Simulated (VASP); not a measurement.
# Y3Ti (Pm-3m) in VASP: notebook

Y3Ti is run at these levels: PBE; tasks: single point, relaxation of cell and atoms.

All numbers are computed with VASP 6.6.1; they aren't measurements. Logs are shortened: lines on timing, memory, paths and dates and some standing lists are left out, and cuts for length are marked.

### Step 1. The cell of the first run

It takes space group Pm-3m (No. 221, cubic). Conventional cell: a = 4.818 Å, b = 4.818 Å, c = 4.818 Å, α = 90.00°, β = 90.00°, γ = 90.00°. Y (site symmetry 4/mmm) has 8 Y at 3.41 Å and 4 Ti at 3.41 Å within 4.5 Å. Ti (site symmetry m-3m) has 12 Y at 3.41 Å within 4.5 Å.

### Step 2. Single point, PBE

INCAR

```
SYSTEM = Y3Ti
PREC     = Accurate       ! precision mode
ENCUT    = 520            ! plane-wave cutoff, eV
EDIFF    = 1E-7           ! SCF threshold, eV
ISMEAR   = 0              ! smearing method
SIGMA    = 0.1            ! smearing width, eV
LREAL    = .False.        ! projectors in reciprocal space
LASPH    = .True.         ! aspherical terms in the spheres
NELM     = 100            ! most SCF steps
ALGO     = Fast           ! electronic algorithm
ISIF     = 2              ! what is computed and relaxed
LWAVE    = .False.        ! write WAVECAR
LCHARG   = .False.        ! write CHGCAR
GGA      = PE             ! functional
NBANDS   = 30             ! bands
```

KPOINTS

```
Automatic mesh
0
Gamma
  10 10 10
  0 0 0
```

POSCAR

```
Y3Ti
1.0
    4.8183602159      0.0000000000      0.0000000000
    0.0000000000      4.8183602159      0.0000000000
    0.0000000000      0.0000000000      4.8183602159
Y Ti
3 1
Direct
    0.0000000000      0.5000000000      0.5000000000
    0.5000000000      0.0000000000      0.5000000000
    0.5000000000      0.5000000000      0.0000000000
    0.0000000000      0.0000000000      0.0000000000
```

Potentials or basis: VASP PAW PBE potentials, release 64 (Y_sv, Ti_sv).

The run is started by

```
$ cat potpaw_PBE.64/Y_sv/POTCAR potpaw_PBE.64/Ti_sv/POTCAR > POTCAR
$ mpirun -np 1 vasp_std > vasp.out
```

OUTCAR:

```text
SYSTEM = Y3Ti
   PREC = Accurate
   ENCUT = 520
   EDIFF = 1E-7
   ISMEAR = 0
   LREAL = .False.
   LASPH = .True.
   NELM = 100
   ISIF = 2
   GGA = PE

 ion  position               nearest neighbor table
   1  0.000  0.500  0.500-   2 3.41   3 3.41   4 3.41   3 3.41   4 3.41   2 3.41   4 3.41   4 3.41
                             2 3.41   3 3.41   3 3.41   2 3.41
   2  0.500  0.000  0.500-   1 3.41   3 3.41   4 3.41   3 3.41   4 3.41   1 3.41   3 3.41   3 3.41
                             1 3.41   4 3.41   4 3.41   1 3.41
   3  0.500  0.500  0.000-   1 3.41   2 3.41   4 3.41   1 3.41   2 3.41   2 3.41   4 3.41   2 3.41
                             1 3.41   4 3.41   1 3.41   4 3.41
   4  0.000  0.000  0.000-   1 3.41   2 3.41   3 3.41   1 3.41   2 3.41   1 3.41   3 3.41   1 3.41
                             2 3.41   3 3.41   2 3.41   3 3.41

  LATTYP: Found a simple cubic cell.
 ALAT       =     4.8183602159

  Lattice vectors:

 A1 = (   4.8183602159,   0.0000000000,   0.0000000000)
 A2 = (   0.0000000000,   4.8183602159,   0.0000000000)
 A3 = (   0.0000000000,   0.0000000000,   4.8183602159)

Analysis of symmetry for initial positions (statically):
=====================================================================
 Subroutine PRICEL returns:
 Original cell was already a primitive cell.

 Routine SETGRP: Setting up the symmetry group for a
 simple cubic supercell.

 Subroutine GETGRP returns: Found 48 space group operations
 (whereof 48 operations were pure point group operations)
 out of a pool of 48 trial point group operations.

The static configuration has the point symmetry O_h .

Analysis of symmetry for dynamics (positions and initial velocities):
=====================================================================
 Subroutine PRICEL returns:
 Original cell was already a primitive cell.

 Routine SETGRP: Setting up the symmetry group for a
 simple cubic supercell.

 Subroutine GETGRP returns: Found 48 space group operations
 (whereof 48 operations were pure point group operations)
 out of a pool of 48 trial point group operations.

The dynamic configuration has the point symmetry O_h .

 Subroutine INISYM returns: Found 48 space group operations
 (whereof 48 operations are pure point group operations),
 and found     1 'primitive' translations

----------------------------------------------------------------------------------------

                                     Primitive cell

  volume of cell :     111.8659

  direct lattice vectors                    reciprocal lattice vectors
     4.818360216  0.000000000  0.000000000     0.207539485  0.000000000  0.000000000
     0.000000000  4.818360216  0.000000000     0.000000000  0.207539485  0.000000000
     0.000000000  0.000000000  4.818360216     0.000000000  0.000000000  0.207539485

  length of vectors
     4.818360216  4.818360216  4.818360216     0.207539485  0.207539485  0.207539485

  position of ions in fractional coordinates (direct lattice)
     0.000000000  0.500000000  0.500000000
     0.500000000  0.000000000  0.500000000
     0.500000000  0.500000000  0.000000000
     0.000000000  0.000000000  0.000000000

  ion indices of the primitive-cell ions
   primitive index   ion index
                 1           1
                 2           2
                 3           3
                 4           4

----------------------------------------------------------------------------------------

 KPOINTS: Automatic mesh

Automatic generation of k-mesh.
 Grid dimensions read from file:
 generate k-points for:   10   10   10

 Generating k-lattice:

  Cartesian coordinates                     Fractional coordinates (reciprocal lattice)
     0.020753949  0.000000000  0.000000000     0.100000000  0.000000000  0.000000000
     0.000000000  0.020753949  0.000000000     0.000000000  0.100000000  0.000000000
     0.000000000  0.000000000  0.020753949     0.000000000  0.000000000  0.100000000

  Length of vectors
     0.020753949  0.020753949  0.020753949

  Shift w.r.t. Gamma in fractional coordinates (k-lattice)
     0.000000000  0.000000000  0.000000000

 Subroutine IBZKPT returns following result:
 ===========================================

 Found     56 irreducible k-points:

 Following reciprocal coordinates:
            Coordinates               Weight
  0.000000  0.000000  0.000000      1.000000
  0.100000  0.000000  0.000000      6.000000
  0.200000  0.000000  0.000000      6.000000
  0.300000  0.000000  0.000000      6.000000
  0.400000  0.000000  0.000000      6.000000
  0.500000  0.000000  0.000000      3.000000
[... 16 lines left out ...]
  0.200000  0.100000  0.100000     24.000000
  0.300000  0.100000  0.100000     24.000000
 [... further k-points ...]
   k-points           NKPTS =     56   k-points in BZ     NKDIM =     56   number of bands    NBANDS=     30
   number of dos      NEDOS =    301   number of ions     NIONS =      4
   total plane-waves  NPLWV =  46656
   dimension x,y,z NGX =    36 NGY =   36 NGZ =   36
   dimension x,y,z NGXF=    72 NGYF=   72 NGZF=   72
   ions per type =               3   1
   NGX,Y,Z   is equivalent  to a cutoff of  12.42, 12.42, 12.42 a.u.
   NGXF,Y,Z  is equivalent  to a cutoff of  24.84, 24.84, 24.84 a.u.
 SYSTEM =  Y3Ti
   PREC   = accura    normal or accurate (medium, high low for compatibility)
   ISTART =      0    job   : 0-new  1-cont  2-samecut
   ICHARG =      2    charge: 1-file 2-atom 10-const
   ISPIN  =      1    spin polarized calculation?
   LNONCOLLINEAR =      F non collinear calculations
   LSORBIT =      F    spin-orbit coupling
   LASPH  =      T    aspherical Exc in radial PAW
   ENCUT  =  520.0 eV  38.22 Ry    6.18 a.u.   8.96  8.96  8.96*2*pi/ulx,y,z
   NELM   =    100;   NELMIN=  2; NELMDL= -5     # of ELM steps
   EDIFF  = 0.1E-06   stopping-criterion for ELM
   LREAL  =      F    real-space projection
   EDIFFG = 0.1E-05   stopping-criterion for IOM
   NSW    =      0    number of steps for IOM
   IBRION =     -1    ionic relax: 0-MD 1-quasi-New 2-CG
   NFREE  =      0    steps in history (QN), initial steepest desc. (CG)
   ISIF   =      2    stress and relaxation
   ISYM   =      2    0-nonsym 1-usesym 2-fastsym
   POTIM  = 0.5000    time-step for ionic-motion
   TEBEG  =    0.0;   TEEND  =   0.0 temperature during run
   PSTRESS=    0.0 pullay stress
   NELECT =      45.0000    total number of electrons
   NUPDOWN=      -1.0000    fix difference up-down
   EMIN   =  10.00;   EMAX   =-10.00  energy-range for DOS
   EFERMI =   0.00;   METHOD = LEGACY
   ISMEAR =     0;   SIGMA  =   0.10  broadening in eV -4-tet -1-fermi 0-gaus
   EFERMI_NEDOS =   21; number of points for ismear=-14 and -15
   IALGO  =     68    algorithm
   IMIX   =      4    mixing-type and parameters
     AMIX     =   0.40;   BMIX     =  1.00
     AMIX_MAG =   1.60;   BMIX_MAG =  1.00
  volume/ion in A,a.u.               =      27.97       188.73
  Fermi-wavevector in a.u.,A,eV,Ry     =   1.208499  2.283733 19.870908  1.460471
  Thomas-Fermi vector in A             =   2.344105
   LORBIT       =      0    0 simple, 1 ext, 2 COOP (PROOUT), +10 PAW based schemes
   GGA     = PE    functional components
   LHFCALC =     F    Hartree Fock is set to
   AEXX    =    0.0000 exact exchange contribution
   IVDW    =     0    specifies the selected vdW correction
   LEPSILON=     F    determine dielectric tensor
   LRPA    =     F    only Hartree local field effects (RPA)
 non-spin polarized calculation
 RMM-DIIS sequential band-by-band and
 Gauss-broadening in eV      SIGMA  =   0.10
  energy-cutoff  :      520.00
  volume of cell :      111.87
 maximum number of plane-waves:      3048
 NGX is ok and might be reduce to    36
   NGX = 17   NGY = 17   NGZ = 17

 number of electron      45.0000000 magnetization

 Free energy of the ion-electron system (eV)
  ---------------------------------------------------
  ext. energy  EPLUGINS =         0.00000000
  ---------------------------------------------------
  free energy    TOTEN  =       -26.28330129 eV

  energy without entropy =      -26.25181415  energy(sigma->0) =      -26.26755772

 E-fermi :   3.9667     XC(G=0):  -9.9102

 val. band max:        3.9623130190   @ k =   0.5000   0.4000   0.2000
 cond. band min:       3.9680060309   @ k =   0.5000   0.3000   0.3000
 fundamental gap:      0.0056930119
 Fermi energy:         3.9666997553

 k-point     1 :       0.0000    0.0000    0.0000
  band No.  band energies     occupation
      1     -53.1719      2.00000
      2     -38.4414      2.00000
      3     -38.3194      2.00000
      4     -38.3194      2.00000
      5     -29.4042      2.00000
      6     -29.4042      2.00000
[... 22 lines left out ...]
     29       6.2839      0.00000
     30       6.4767      0.00000

 k-point     2 :       0.1000    0.0000    0.0000
  band No.  band energies     occupation
      1     -53.1719      2.00000
      2     -38.4388      2.00000
      3     -38.3221      2.00000
      4     -38.3194      2.00000
      5     -29.4042      2.00000
      6     -29.4042      2.00000
[... 22 lines left out ...]
     29       6.1132      0.00000
     30       6.5607      0.00000

 k-point     3 :       0.2000    0.0000    0.0000
  band No.  band energies     occupation
      1     -53.1719      2.00000
      2     -38.4312      2.00000
      3     -38.3296      2.00000
      4     -38.3193      2.00000
      5     -29.4042      2.00000
      6     -29.4041      2.00000
[... 22 lines left out ...]
     29       5.8238      0.00000
     30       6.5221      0.00000

 k-point     4 :       0.3000    0.0000    0.0000
  band No.  band energies     occupation
      1     -53.1718      2.00000
      2     -38.4200      2.00000
      3     -38.3410      2.00000
      4     -38.3192      2.00000
      5     -29.4042      2.00000
      6     -29.4040      2.00000
[... 616 lines left out ...]
     29       5.7349      0.00000
     30       6.5563      0.00000

 k-point    23 :       0.2000    0.1000    0.1000
  band No.  band energies     occupation
      1     -53.1718      2.00000
      2     -38.4264      2.00000
      3     -38.3305      2.00000
      4     -38.3232      2.00000
      5     -29.4043      2.00000
      6     -29.4042      2.00000
[... 22 lines left out ...]
     29       5.6056      0.00000
     30       6.4473      0.00000

 k-point    24 :       0.3000    0.1000    0.1000
  band No.  band energies     occupation
      1     -53.1718      2.00000
      2     -38.4156      2.00000
      3     -38.3414      2.00000
      4     -38.3230      2.00000
      5     -29.4043      2.00000
      6     -29.4041      2.00000
[... 22 lines left out ...]
     29       5.7045      0.00000
     30       6.2665      0.00000

 [... further k-points ...]

------------------------ aborting loop because EDIFF is reached ----------------------------------------

  FORCE on cell =-STRESS in cart. coord.  units (eV):
  Direction    XX          YY          ZZ          XY          YZ          ZX
  --------------------------------------------------------------------------------------
  -------------------------------------------------------------------------------------
  Total       -0.1022485     -0.1022485     -0.1022485     -0.0000000     -0.0000000      0.0000000
  in kB       -1.4644333     -1.4644333     -1.4644333     -0.0000000     -0.0000000      0.0000000
  external PRESSURE =      -1.4644333 kB  Pullay stress =       0.0000000 kB

 VOLUME and BASIS-vectors are now :
 -----------------------------------------------------------------------------
  energy-cutoff  :      520.00
  volume of cell :      111.87
      direct lattice vectors                 reciprocal lattice vectors
     4.818360216  0.000000000  0.000000000     0.207539485  0.000000000  0.000000000
     0.000000000  4.818360216  0.000000000     0.000000000  0.207539485  0.000000000
     0.000000000  0.000000000  4.818360216     0.000000000  0.000000000  0.207539485

 POSITION                                       TOTAL-FORCE (eV/Angst)
 -----------------------------------------------------------------------------------
      0.00000      2.40918      2.40918         0.000000      0.000000      0.000000
      2.40918      0.00000      2.40918         0.000000      0.000000      0.000000
      2.40918      2.40918      0.00000         0.000000      0.000000      0.000000
      0.00000      0.00000      0.00000         0.000000      0.000000      0.000000
 -----------------------------------------------------------------------------------
    total drift:                                0.000000      0.000000      0.000000

  FREE ENERGIE OF THE ION-ELECTRON SYSTEM (eV)
  ---------------------------------------------------
  free  energy   TOTEN  =       -26.2833012926 eV

  energy  without entropy=      -26.2518141453  energy(sigma->0) =      -26.26755772
```

Run time: 8.3 min. Hardware: 1 thread of AMD EPYC 9R45 (Zen 5), shared host; peak memory 0.31 GiB.

What came out:

- Free energy: -26.2833 eV
- Pressure: -0.1 GPa
- Band gap on the k mesh: zero (an odd number of electrons rules out a gap without spin polarisation)

[end of part 1 of 2]
